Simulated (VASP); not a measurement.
In5Sb2As3: relaxation of cell and atoms with PBE

In5Sb2As3:

```
CELL_PARAMETERS angstrom
8.18657 0.00000 0.00000
0.00000 3.09796 0.00000
-2.43953 0.00000 10.22567
ATOMIC_POSITIONS crystal
In 0.80000 0.00000 0.70000
In 0.60000 0.00000 0.90000
In 0.40000 0.00000 0.10000
In 0.20000 0.00000 0.30000
In 0.00000 0.00000 0.50000
Sb 0.30000 0.25000 0.70000
Sb 0.70000 0.25000 0.30000
As 0.50000 0.25000 0.50000
As 0.10000 0.25000 0.90000
As 0.90000 0.25000 0.10000
```

```yaml
Program: VASP 6.6.1
Task: relaxation of cell and atoms
Functional: PBE
Potentials_or_basis: VASP PAW PBE potentials, release 64 (In_d, Sb, As)
Cutoff: 600 eV
k_mesh: 2 × 6 × 2
Occupations: gaussian, width 0.1 eV
Spin: no spin polarisation
Dipole_correction: no
Further_INCAR_settings: ALGO = Normal; EDIFF = 1e-06; IBRION = 2; EDIFFG = -0.04; NSW = 90; ISIF = 3
```

The relaxed volume is 27.09 Å³/atom. The relaxed cell is a = 8.901 Å, b = 2.926 Å, c = 10.653 Å, α = 90.00°, β = 102.44°, γ = 90.00°. The space group after relaxing (to 0.1 Å) is P2 (No. 3) and the energy gained by relaxing is 88.0 meV/atom. The ionic steps are 43, the pressure after relaxing is 0.0 GPa and the largest force after relaxing is 0.034 eV/Å. The band gap on the k mesh is zero (bands 45 and 46 overlap by 2.66 eV).

Forces in eV/Å, atoms in the order of the input:
```
In   0.024  0.011 -0.021
In  -0.013  0.008  0.017
In   0.013  0.008 -0.017
In  -0.024  0.011  0.021
In   0.000  0.012  0.000
Sb   0.017 -0.021 -0.007
Sb  -0.017 -0.021  0.007
As   0.000 -0.002  0.000
As  -0.004 -0.004  0.004
As   0.004 -0.004 -0.004
```

Stress tensor (GPa, compression positive):
```
 0.01  0.00 -0.06
 0.00  0.02  0.00
-0.06  0.00  0.04
```

Step by step:
| step | energy change (eV) | largest force (eV/Å) | pressure (GPa) | volume (Å³) |
| --- | --- | --- | --- | --- |
| 1 | 0.0000 | 0.6559 | 1.21 | 259.34 |
| 3 | -0.3542 | 0.2953 | -1.09 | 270.81 |
| 5 | -0.4336 | 0.2697 | 0.04 | 265.37 |
| 7 | -0.4702 | 0.3228 | 0.13 | 264.58 |
| 9 | -0.5261 | 0.3220 | 0.30 | 263.62 |
| 11 | -0.5758 | 0.4082 | -1.11 | 275.41 |
| 13 | -0.6353 | 0.3034 | -0.50 | 270.21 |
| 15 | -0.6536 | 0.3519 | -0.12 | 269.55 |
| 17 | -0.6911 | 0.2439 | 0.25 | 267.96 |
| 19 | -0.7050 | 0.2105 | 0.25 | 268.01 |
| 21 | -0.7123 | 0.3197 | -0.59 | 272.31 |
| 23 | -0.7388 | 0.1643 | -0.08 | 269.53 |
| 25 | -0.7564 | 0.1484 | 0.32 | 268.19 |
| 27 | -0.7873 | 0.1839 | -0.12 | 274.09 |
| 29 | -0.7995 | 0.2501 | -0.20 | 275.59 |
| 31 | -0.8295 | 0.1730 | 0.25 | 272.35 |
| 33 | -0.8397 | 0.1751 | -0.11 | 273.76 |
| 35 | -0.8517 | 0.1201 | -0.12 | 273.97 |
| 37 | -0.8661 | 0.0969 | -0.04 | 273.00 |
| 39 | -0.8747 | 0.0850 | 0.05 | 271.77 |
| 41 | -0.8789 | 0.0489 | -0.06 | 271.57 |
| 43 | -0.8799 | 0.0340 | 0.02 | 270.95 |

Final structure:
```
In Sb As
1.0
     8.90021    0.00000    0.14696
     0.00000    2.92603    0.00000
    -2.46711    0.00000   10.36341
In Sb As
5 2 3
Cartesian
  5.2996 0.3932 7.3132
  3.3173 0.3277 9.6912
  3.1158 0.3277 0.8192
  1.1335 0.3932 3.1972
  -1.2336 0.2246 5.1817
  1.1652 0.3989 7.3318
  5.2679 0.3989 3.1786
  3.2166 0.4112 5.2552
  -1.6392 0.3911 9.3925
  8.0723 0.3911 1.1178
```

Levels at points of the mesh, in eV from the Fermi level:
```tsv
k point	band 43	band 44	band 45	band 46	band 47	band 48
(0.00, 0.00, 0.00)	-0.84	-0.71	-0.33	0.65	1.50	1.67
(0.50, 0.00, 0.00)	-1.69	1.29	1.72	1.83	2.33	2.36
(0.00, 0.50, 0.00)	-1.61	-1.57	-1.17	-0.83	0.28	0.31
(0.50, 0.50, 0.00)	-1.14	-0.91	-0.46	-0.44	-0.31	-0.22
(0.00, 0.00, 0.50)	-0.84	-0.83	0.84	1.23	2.15	2.29
(0.50, 0.00, 0.50)	-0.61	-0.23	-0.07	0.55	0.63	3.32
(0.00, 0.50, 0.50)	-0.88	-0.86	-0.85	-0.53	-0.50	0.29
(0.50, 0.50, 0.50)	-1.56	-1.27	-1.02	-0.94	-0.66	0.03
```

Wall time 84 min on 1 thread of Intel(R) Xeon(R) 6975P-C (Granite Rapids) (shared host), peak memory 0.63 GiB.

Caveat: the k points lie up to 0.36 Å⁻¹ apart in the final cell, too coarse for converged energies and pressures of a metal; spin-orbit coupling is left out, which moves the levels of the heavy elements.
